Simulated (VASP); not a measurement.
# Si (a cell with a defect) in VASP: notebook

Si (a cell with a defect) is run at these levels: PBE; tasks: single point.

Program: VASP 6.6.1. These are calculated values, not measurements. Logs are shortened: lines on timing, memory, paths and dates and some standing lists are left out, and cuts for length are marked.

## (1) The cell of the first run

The cell holds a defect, 17 atoms: a = 7.679 Å, b = 7.679 Å, c = 7.679 Å, α = 60.00°, β = 60.00°, γ = 60.00°.

## (2) Single point, PBE

INCAR reads:

```
SYSTEM = Si
PREC = Accurate
ENCUT = 520
EDIFF = 1E-7
ISMEAR = 0
SIGMA = 0.02
LREAL = Auto
LASPH = .TRUE.
NELM = 60
ALGO = Normal
ISIF = 2
LWAVE = .FALSE.
LCHARG = .FALSE.
GGA = PE
NBANDS = 48
```

KPOINTS reads:

```
Automatic mesh
0
G
  2 2 2
  0 0 0
```

POSCAR reads:

```
Si
1.0
    0.0000000000      5.4300000000      5.4300000000
    5.4300000000      0.0000000000      5.4300000000
    5.4300000000      5.4300000000      0.0000000000
Si
17
Direct
    0.0354345304     -0.0119796501     -0.0115879374
    0.1264192449      0.1291161142      0.1293798343
   -0.0084822284      0.0059945672      0.5013372928
    0.1263903315      0.1291973297      0.6152901473
   -0.0085674033      0.5010215470      0.0064685083
    0.1262792818      0.6149811234      0.1295879374
   -0.0085787293      0.5011864641      0.5015308471
    0.1027601289      0.6322851750      0.6328091160
    0.5051460405      0.0074268877      0.0079180479
    0.6644215470      0.1116976059      0.1119184162
    0.5053205341      0.0076811234      0.4795991713
    0.6196028545      0.1369964088      0.6219796501
    0.5050776243      0.4792853591      0.0083339779
    0.6195892265      0.6215105893      0.1375395028
    0.4764508287      0.5077112339      0.5082854512
    0.6195317680      0.6214662063      0.6221573665
    0.4260337937      0.8577590239      0.8580288214
```

Potentials or basis: VASP PAW PBE potentials, release 64 (Si).

On the command line:

```sh
$ cat potpaw_PBE.64/Si/POTCAR > POTCAR
$ mpirun -np 1 vasp_std > vasp.out
```

OUTCAR:

```text
SYSTEM = Si
   PREC = Accurate
   ENCUT = 520
   EDIFF = 1E-7
   ISMEAR = 0
   LREAL = Auto
   LASPH = .TRUE.
   NELM = 60
   ISIF = 2
   GGA = PE

 ion  position               nearest neighbor table
   1  0.035  0.988  0.988-  10 2.33   2 2.35   6 2.35   4 2.35  17 2.45
   2  0.126  0.129  0.129-   5 2.33   3 2.33   1 2.35   9 2.38  17 2.95
   3  0.992  0.006  0.501-  12 2.33   2 2.33   4 2.33   8 2.34
   4  0.126  0.129  0.615-   7 2.33   3 2.33   1 2.35  11 2.38  17 2.95
   5  0.991  0.501  0.006-  14 2.33   2 2.33   6 2.33   8 2.34
   6  0.126  0.615  0.130-   5 2.33   7 2.33   1 2.35  13 2.38  17 2.95
   7  0.991  0.501  0.502-  16 2.33   6 2.33   4 2.33   8 2.34
   8  0.103  0.632  0.633-  15 2.34   5 2.34   3 2.34   7 2.34
   9  0.505  0.007  0.008-  10 2.32   2 2.38  17 2.39  14 2.42  12 2.42
  10  0.664  0.112  0.112-   9 2.32  13 2.32  11 2.32   1 2.33
  11  0.505  0.008  0.480-  10 2.32   4 2.38  17 2.39  12 2.42  16 2.42
  12  0.620  0.137  0.622-  15 2.33   3 2.33   9 2.42  11 2.42  17 2.59
  13  0.505  0.479  0.008-  10 2.32   6 2.38  17 2.39  14 2.42  16 2.42
  14  0.620  0.622  0.138-  15 2.33   5 2.33   9 2.42  13 2.42  17 2.59
  15  0.476  0.508  0.508-  16 2.33  12 2.33  14 2.33   8 2.34
  16  0.620  0.621  0.622-  15 2.33   7 2.33  13 2.42  11 2.42  17 2.58
  17  0.426  0.858  0.858-  11 2.39  13 2.39   9 2.39   1 2.45  16 2.58  12 2.59  14 2.59   4 2.95
                             6 2.95   2 2.95

  LATTYP: Found a face centered cubic cell.
 ALAT       =    10.8600000000

  Lattice vectors:

 A1 = (   0.0000000000,   5.4300000000,   5.4300000000)
 A2 = (   5.4300000000,   0.0000000000,   5.4300000000)
 A3 = (   5.4300000000,   5.4300000000,   0.0000000000)

Analysis of symmetry for initial positions (statically):
=====================================================================
 Subroutine PRICEL returns:
 Original cell was already a primitive cell.

 Routine SETGRP: Setting up the symmetry group for a
 face centered cubic supercell.

 Subroutine GETGRP returns: Found  1 space group operations
 (whereof  1 operations were pure point group operations)
 out of a pool of 48 trial point group operations.

The static configuration has the point symmetry C_1 .

Analysis of symmetry for dynamics (positions and initial velocities):
=====================================================================
 Subroutine PRICEL returns:
 Original cell was already a primitive cell.

 Routine SETGRP: Setting up the symmetry group for a
 face centered cubic supercell.

 Subroutine GETGRP returns: Found  1 space group operations
 (whereof  1 operations were pure point group operations)
 out of a pool of 48 trial point group operations.

The dynamic configuration has the point symmetry C_1 .

 Subroutine INISYM returns: Found  1 space group operations
 (whereof  1 operations are pure point group operations),
 and found     1 'primitive' translations

----------------------------------------------------------------------------------------

                                     Primitive cell

  volume of cell :     320.2060

  direct lattice vectors                    reciprocal lattice vectors
     0.000000000  5.430000000  5.430000000    -0.092081031  0.092081031  0.092081031
     5.430000000  0.000000000  5.430000000     0.092081031 -0.092081031  0.092081031
     5.430000000  5.430000000  0.000000000     0.092081031  0.092081031 -0.092081031

  length of vectors
     7.679179644  7.679179644  7.679179644     0.159489025  0.159489025  0.159489025

  position of ions in fractional coordinates (direct lattice)
     0.035434530  0.988020350  0.988412063
     0.126419245  0.129116114  0.129379834
     0.991517772  0.005994567  0.501337293
     0.126390331  0.129197330  0.615290147
     0.991432597  0.501021547  0.006468508
     0.126279282  0.614981123  0.129587937
[... 9 lines left out ...]
     0.619531768  0.621466206  0.622157366
     0.426033794  0.857759024  0.858028821

  ion indices of the primitive-cell ions
   primitive index   ion index
                 1           1
                 2           2
                 3           3
                 4           4
                 5           5
                 6           6
[... 9 lines left out ...]
                16          16
                17          17

----------------------------------------------------------------------------------------

 KPOINTS: Automatic mesh

Automatic generation of k-mesh.
 Grid dimensions read from file:
 generate k-points for:    2    2    2

 Generating k-lattice:

  Cartesian coordinates                     Fractional coordinates (reciprocal lattice)
    -0.046040516  0.046040516  0.046040516     0.500000000  0.000000000  0.000000000
     0.046040516 -0.046040516  0.046040516     0.000000000  0.500000000  0.000000000
     0.046040516  0.046040516 -0.046040516     0.000000000  0.000000000  0.500000000

  Length of vectors
     0.079744512  0.079744512  0.079744512

  Shift w.r.t. Gamma in fractional coordinates (k-lattice)
     0.000000000  0.000000000  0.000000000

 Subroutine IBZKPT returns following result:
 ===========================================

 Found      8 irreducible k-points:

 Following reciprocal coordinates:
            Coordinates               Weight
  0.000000  0.000000  0.000000      1.000000
  0.500000  0.000000  0.000000      1.000000
  0.000000  0.500000  0.000000      1.000000
  0.000000  0.000000  0.500000      1.000000
  0.500000  0.500000  0.500000      1.000000
  0.500000  0.500000  0.000000      1.000000
  0.000000  0.500000  0.500000      1.000000
  0.500000  0.000000  0.500000      1.000000
   k-points           NKPTS =      8   k-points in BZ     NKDIM =      8   number of bands    NBANDS=     48
   number of dos      NEDOS =    301   number of ions     NIONS =     17
   total plane-waves  NPLWV = 216000
   dimension x,y,z NGX =    60 NGY =   60 NGZ =   60
   dimension x,y,z NGXF=   120 NGYF=  120 NGZF=  120
   ions per type =              17
   NGX,Y,Z   is equivalent  to a cutoff of  12.99, 12.99, 12.99 a.u.
   NGXF,Y,Z  is equivalent  to a cutoff of  25.98, 25.98, 25.98 a.u.
 SYSTEM =  Si
   PREC   = accura    normal or accurate (medium, high low for compatibility)
   ISTART =      0    job   : 0-new  1-cont  2-samecut
   ICHARG =      2    charge: 1-file 2-atom 10-const
   ISPIN  =      1    spin polarized calculation?
   LNONCOLLINEAR =      F non collinear calculations
   LSORBIT =      F    spin-orbit coupling
   LASPH  =      T    aspherical Exc in radial PAW
   ENCUT  =  520.0 eV  38.22 Ry    6.18 a.u.  14.28 14.28 14.28*2*pi/ulx,y,z
   NELM   =     60;   NELMIN=  2; NELMDL= -5     # of ELM steps
   EDIFF  = 0.1E-06   stopping-criterion for ELM
   LREAL  =      T    real-space projection
   EDIFFG = 0.1E-05   stopping-criterion for IOM
   NSW    =      0    number of steps for IOM
   IBRION =     -1    ionic relax: 0-MD 1-quasi-New 2-CG
   NFREE  =      0    steps in history (QN), initial steepest desc. (CG)
   ISIF   =      2    stress and relaxation
   ISYM   =      2    0-nonsym 1-usesym 2-fastsym
   POTIM  = 0.5000    time-step for ionic-motion
   TEBEG  =    0.0;   TEEND  =   0.0 temperature during run
   PSTRESS=    0.0 pullay stress
   NELECT =      68.0000    total number of electrons
   NUPDOWN=      -1.0000    fix difference up-down
   EMIN   =  10.00;   EMAX   =-10.00  energy-range for DOS
   EFERMI =   0.00;   METHOD = LEGACY
   ISMEAR =     0;   SIGMA  =   0.02  broadening in eV -4-tet -1-fermi 0-gaus
   EFERMI_NEDOS =   21; number of points for ismear=-14 and -15
   IALGO  =     38    algorithm
   IMIX   =      4    mixing-type and parameters
     AMIX     =   0.40;   BMIX     =  1.00
     AMIX_MAG =   1.60;   BMIX_MAG =  1.00
  volume/ion in A,a.u.               =      18.84       127.11
  Fermi-wavevector in a.u.,A,eV,Ry     =   0.976715  1.845724 12.979587  0.953973
  Thomas-Fermi vector in A             =   2.107356
   LORBIT       =      0    0 simple, 1 ext, 2 COOP (PROOUT), +10 PAW based schemes
   GGA     = PE    functional components
   LHFCALC =     F    Hartree Fock is set to
   AEXX    =    0.0000 exact exchange contribution
   IVDW    =     0    specifies the selected vdW correction
   LEPSILON=     F    determine dielectric tensor
   LRPA    =     F    only Hartree local field effects (RPA)
 non-spin polarized calculation
 Gauss-broadening in eV      SIGMA  =   0.02
  energy-cutoff  :      520.00
  volume of cell :      320.21
 maximum number of plane-waves:      8646
 NGX is ok and might be reduce to    60
   NGX = 29   NGY = 29   NGZ = 29

 number of electron      68.0000000 magnetization

 Free energy of the ion-electron system (eV)
  ---------------------------------------------------
  ext. energy  EPLUGINS =         0.00000000
  ---------------------------------------------------
  free energy    TOTEN  =       -87.87505494 eV

  energy without entropy =      -87.87120132  energy(sigma->0) =      -87.87312813

 E-fermi :   6.8932     XC(G=0):  -9.6820

 val. band max:        6.7609861694   @ k =   0.0000   0.0000   0.0000
 cond. band min:       6.8988372774   @ k =   0.5000   0.0000   0.5000
 fundamental gap:      0.1378511080
 Fermi energy:         6.8931719940

 k-point     1 :       0.0000    0.0000    0.0000
  band No.  band energies     occupation
      1      -6.2971      2.00000
      2      -3.8185      2.00000
      3      -3.6292      2.00000
      4      -3.6285      2.00000
      5      -3.5278      2.00000
      6      -2.7565      2.00000
[... 38 lines left out ...]
     45       8.2222      0.00000
     46       8.9288      0.00000

 k-point     2 :       0.5000    0.0000    0.0000
  band No.  band energies     occupation
      1      -5.9089      2.00000
      2      -4.9057      2.00000
      3      -3.5173      2.00000
      4      -3.4257      2.00000
      5      -3.4245      2.00000
      6      -2.9712      2.00000
[... 38 lines left out ...]
     45       9.8479      0.00000
     46      10.0204      0.00000

 k-point     3 :       0.0000    0.5000    0.0000
  band No.  band energies     occupation
      1      -5.8784      2.00000
      2      -4.9689      2.00000
      3      -3.5928      2.00000
      4      -3.4413      2.00000
      5      -3.3152      2.00000
      6      -2.9681      2.00000
[... 38 lines left out ...]
     45       9.7687      0.00000
     46       9.8832      0.00000

 k-point     4 :       0.0000    0.0000    0.5000
  band No.  band energies     occupation
      1      -5.8786      2.00000
      2      -4.9684      2.00000
      3      -3.5928      2.00000
      4      -3.4421      2.00000
      5      -3.3146      2.00000
      6      -2.9684      2.00000
[... 38 lines left out ...]
     45       9.7698      0.00000
     46       9.8822      0.00000

 k-point     5 :       0.5000    0.5000    0.5000
  band No.  band energies     occupation
      1      -5.8786      2.00000
      2      -4.9686      2.00000
      3      -3.5926      2.00000
      4      -3.4414      2.00000
      5      -3.3153      2.00000
      6      -2.9678      2.00000
[... 38 lines left out ...]
     45       9.7694      0.00000
     46       9.8840      0.00000

 k-point     6 :       0.5000    0.5000    0.0000
  band No.  band energies     occupation
      1      -5.7504      2.00000
      2      -4.7137      2.00000
      3      -4.0062      2.00000
      4      -3.8765      2.00000
      5      -3.8399      2.00000
      6      -3.6310      2.00000
[... 38 lines left out ...]
     45      10.1448      0.00000
     46      10.3206      0.00000

 k-point     7 :       0.0000    0.5000    0.5000
  band No.  band energies     occupation
      1      -5.7505      2.00000
      2      -4.7134      2.00000
      3      -4.0062      2.00000
      4      -3.8765      2.00000
      5      -3.8397      2.00000
      6      -3.6313      2.00000
[... 38 lines left out ...]
     45      10.1467      0.00000
     46      10.3200      0.00000

 k-point     8 :       0.5000    0.0000    0.5000
  band No.  band energies     occupation
      1      -5.7505      2.00000
      2      -4.7130      2.00000
      3      -4.0057      2.00000
      4      -3.8769      2.00000
      5      -3.8406      2.00000
      6      -3.6311      2.00000
[... 38 lines left out ...]
     45      10.1447      0.00000
     46      10.3197      0.00000
 [bands above 46 left out]

------------------------ aborting loop because EDIFF is reached ----------------------------------------

  FORCE on cell =-STRESS in cart. coord.  units (eV):
  Direction    XX          YY          ZZ          XY          YZ          ZX
  --------------------------------------------------------------------------------------
  -------------------------------------------------------------------------------------
  Total       10.0767041     10.0199809     10.0267121      0.4770684     -0.4791535      0.4799101
  in kB       50.4196239     50.1358050     50.1694849      2.3870514     -2.3974844      2.4012701
  external PRESSURE =      50.2416379 kB  Pullay stress =       0.0000000 kB

 VOLUME and BASIS-vectors are now :
 -----------------------------------------------------------------------------
  energy-cutoff  :      520.00
  volume of cell :      320.21
      direct lattice vectors                 reciprocal lattice vectors
     0.000000000  5.430000000  5.430000000    -0.092081031  0.092081031  0.092081031
     5.430000000  0.000000000  5.430000000     0.092081031 -0.092081031  0.092081031
     5.430000000  5.430000000  0.000000000     0.092081031  0.092081031 -0.092081031

 POSITION                                       TOTAL-FORCE (eV/Angst)
 -----------------------------------------------------------------------------------
     10.73203      5.55949      5.55736         0.090298     -0.097023     -0.091648
      1.40363      1.38899      1.38756        -0.030205      0.001712     -0.005216
      2.75481      8.10620      5.41649        -0.019038      0.028758      0.022431
      4.04257      4.02732      1.38784        -0.000067      0.031460      0.001467
      2.75567      5.41860      8.10403        -0.024029      0.022291      0.026124
      4.04301      1.38936      4.02504         0.004721      0.002548      0.031049
[... 9 lines left out ...]
      6.75288      6.74237      6.73862        -0.027931      0.025350      0.029177
      9.31673      6.97246      6.97099         0.166843     -0.160511     -0.160570
 -----------------------------------------------------------------------------------
    total drift:                                0.009092     -0.007169     -0.007471

  FREE ENERGIE OF THE ION-ELECTRON SYSTEM (eV)
  ---------------------------------------------------
  free  energy   TOTEN  =       -87.8750549422 eV

  energy  without entropy=      -87.8712013204  energy(sigma->0) =      -87.87312813
```

Run time: 6.3 min. Hardware: 1 thread of Intel Xeon 8259CL, shared host; peak memory 0.46 GiB.

What came out:

```yaml
Free_energy: -87.8751 eV
Pressure: 5.0 GPa
Largest_force: 0.282 eV/Å
Band_gap_on_the_k_mesh: zero (bands 34 and 35 overlap by 0.14 eV)
```

Forces in eV/Å, atoms in the order of the input:
```
Si   0.090 -0.097 -0.092
Si  -0.030  0.002 -0.005
Si  -0.019  0.029  0.022
Si   0.000  0.031  0.001
Si  -0.024  0.022  0.026
Si   0.005  0.003  0.031
Si  -0.023  0.027  0.021
Si  -0.045  0.038  0.044
Si  -0.106 -0.021 -0.020
Si   0.069 -0.063 -0.068
Si   0.021  0.099 -0.025
Si  -0.029  0.025  0.027
Si   0.019 -0.022  0.104
Si  -0.024  0.023  0.021
Si  -0.044  0.040  0.042
Si  -0.028  0.025  0.029
Si   0.167 -0.161 -0.161
```

Caveat: the k points lie up to 0.50 Å⁻¹ apart.

## (3) Single point, PBE

INCAR reads:

```
SYSTEM = Si
PREC = Accurate ; ENCUT = 520
EDIFF = 1E-6 ; ISMEAR = 0
SIGMA = 0.02 ; LREAL = Auto
LASPH = .TRUE. ; NELM = 80
ALGO = Normal ; ISIF = 2
LWAVE = .FALSE. ; LCHARG = .FALSE.
GGA = PE ; NBANDS = 48
```

KPOINTS is that of step 2.

POSCAR reads:

```
Si
1.0
    0.0000000000      5.4300000000      5.4300000000
    5.4300000000      0.0000000000      5.4300000000
    5.4300000000      5.4300000000      0.0000000000
Si
17
Direct
    0.0740165746     -0.0248057090     -0.0245283610
    0.1273314917      0.1319942910      0.1321117864
   -0.0140405157      0.0074753223      0.5032204420
    0.1268765193      0.1322868324      0.6087901473
   -0.0140496317      0.5030547882      0.0078873849
    0.1270023020      0.6085124309      0.1324746777
   -0.0141669429      0.5034848066      0.5035483425
    0.0905455801      0.6364229282      0.6369155617
    0.5014582873      0.0183932781      0.0186356354
    0.6921280847      0.1026566298      0.1026910681
    0.5014409761      0.0187299263      0.4617584715
    0.6134631676      0.1380961326      0.6245055249
    0.5012339779      0.4615894107      0.0191724678
    0.6135785451      0.6241805709      0.1385914365
    0.4635771639      0.5120493554      0.5126854512
    0.6134027624      0.6241688766      0.6246585635
    0.4919457643      0.8358032228      0.8362115101
```

Potentials or basis: VASP PAW PBE potentials, release 64 (Si).

On the command line:

```sh
$ cat potpaw_PBE.64/Si/POTCAR > POTCAR
$ mpirun -np 1 vasp_std > vasp.out
```

Run time: 5.3 min. Hardware: 1 thread of Intel Xeon 8259CL, shared host; peak memory 0.47 GiB.

Results (log left out):

* Free energy: -87.7090 eV
* Pressure: 4.3 GPa
* Largest force: 0.053 eV/Å
* Band gap on the k mesh: zero (bands 34 and 35 overlap by 0.06 eV)

Forces on the atoms (eV/Å):
```
Si  -0.002  0.000  0.007
Si   0.013  0.001 -0.008
Si   0.006  0.012 -0.009
Si  -0.015 -0.007  0.012
Si  -0.004 -0.011  0.008
Si   0.001  0.005 -0.009
Si   0.007  0.009 -0.004
Si  -0.022  0.015  0.024
Si  -0.001  0.015  0.014
Si   0.008  0.001 -0.006
Si  -0.004 -0.009 -0.003
Si  -0.008  0.002 -0.018
Si  -0.011  0.011 -0.001
Si   0.001 -0.029 -0.006
Si  -0.020  0.013  0.019
Si   0.015 -0.001  0.007
Si   0.035 -0.028 -0.028
```

Stress tensor (GPa, compression positive):
```
 4.34  0.56  0.56
 0.56  4.29 -0.55
 0.56 -0.55  4.31
```

Levels at points of the mesh, in eV from the Fermi level:
```
           k point  band 30  band 31  band 32  band 33  band 34  band 35  band 36  band 37  band 38  band 39
(0.00, 0.00, 0.00)    -1.45    -1.13    -0.70    -0.70    -0.49    -0.05    -0.05     0.27     0.28     0.80
(0.50, 0.00, 0.00)    -1.36    -1.36    -1.30    -1.30    -0.25     0.38     0.38     1.21     1.21     1.22
(0.00, 0.50, 0.00)    -1.45    -1.38    -1.35    -0.86    -0.17     0.21     0.70     0.94     1.07     1.33
(0.00, 0.00, 0.50)    -1.45    -1.38    -1.34    -0.86    -0.17     0.21     0.70     0.94     1.07     1.33
(0.50, 0.50, 0.50)    -1.45    -1.38    -1.35    -0.85    -0.18     0.21     0.70     0.94     1.07     1.33
(0.50, 0.50, 0.00)    -1.94    -1.88    -1.70    -0.75     0.01     0.39     1.32     1.48     1.59     1.92
(0.00, 0.50, 0.50)    -1.94    -1.88    -1.70    -0.75     0.01     0.39     1.31     1.48     1.59     1.92
(0.50, 0.00, 0.50)    -1.93    -1.88    -1.70    -0.75     0.01     0.39     1.32     1.48     1.59     1.93
```

Caveat: the k points lie up to 0.50 Å⁻¹ apart.

The gap in the log of VASP goes by the Fermi energy; the results here count the filled bands.